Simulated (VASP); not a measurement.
ZnS: single point with PBE

The system is ZnS.

```
Zn S
1.0
     3.80545    0.00000    0.00000
    -1.90273    3.29562    0.00000
     0.00000    0.00000    6.24399
Zn S
2 2
Direct
  0.33333 0.66667 0.00034
  0.66667 0.33333 0.50034
  0.33333 0.66667 0.37466
  0.66667 0.33333 0.87466
```

| Property | Result |
| --- | --- |
| Program | VASP 6.6.1 |
| Task | single point |
| Functional | PBE |
| Potentials or basis | VASP PAW PBE potentials, release 64 (Zn, S) |
| Cutoff | 520 eV |
| k mesh | 6 × 6 × 4 |
| Occupations | gaussian, width 0.01 eV |
| Spin | no spin polarisation |
| Dipole correction | no |
| Further INCAR settings | ALGO = Normal; EDIFF = 1e-06; NBANDS = 26 |

The pressure is 2.4 GPa and the largest force is 0.005 eV/Å. The band gap on the k mesh is 2.22 eV, direct.

Forces on the atoms (eV/Å):
```
Zn   0.000  0.000  0.005
Zn   0.000  0.000  0.005
S    0.000  0.000 -0.005
S    0.000  0.000 -0.005
```

Levels at points of the mesh, in eV from the valence-band top:
| k point | band 14 | band 15 | band 16 | band 17 | band 18 | band 19 | band 20 | band 21 | band 22 | band 23 |
| --- | --- | --- | --- | --- | --- | --- | --- | --- | --- | --- |
| (0.00, 0.00, 0.00) | -0.90 | -0.90 | -0.08 | 0.00 | 0.00 | 2.22 | 3.11 | 6.31 | 6.31 | 6.57 |
| (0.50, 0.00, 0.00) | -4.13 | -3.29 | -2.25 | -1.70 | -0.89 | 3.66 | 4.26 | 5.11 | 6.91 | 7.41 |
| (0.00, 0.00, 0.50) | -2.88 | -0.47 | -0.47 | -0.47 | -0.47 | 3.57 | 3.57 | 6.77 | 6.77 | 6.77 |
| (0.50, 0.00, 0.50) | -4.88 | -1.64 | -1.64 | -1.62 | -1.62 | 3.55 | 3.55 | 5.22 | 5.22 | 8.82 |

It took 35 s on 1 thread of Intel Xeon 8259CL (shared host), peak memory 0.2 GiB.

As with any semilocal functional, this PBE gap is likely too small.
